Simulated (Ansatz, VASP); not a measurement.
# GaAs in VASP and in Ansatz

```xyz
2
Lattice="0.0000 2.8640 2.8640 2.8640 0.0000 2.8640 2.8640 2.8640 0.0000" Properties=species:S:1:pos:R:3 pbc="T T T"
Ga    0.0000    0.0000    0.0000
As    4.2961    4.2961    4.2961
```

Change from the starting cell: volume scaled by 1.04, crystal datasets.

Alike in both runs: task electric field gradients; functional LDA; k mesh 11 × 11 × 11; occupations fermi-dirac, width 0.05 eV; no spin polarisation.

```csv
,VASP,Ansatz
version,VASP 6.6.1,Ansatz 0.2.0
potentials or method,"VASP PAW LDA potentials, release 64 (Ga_d, As), cutoff 520 eV","all-electron PAW with datasets made for the crystal, scalar-relativistic"
```

|  | VASP | Ansatz | Ansatz less VASP |
| --- | --- | --- | --- |
| pressure (GPa) | -3.9 | -4.2 | -0.20 |

LDA's correlation is that of Perdew and Zunger in VASP and of Perdew and Wang (1992) in Ansatz. Ansatz ran all-electron here, and VASP with PAW potentials.
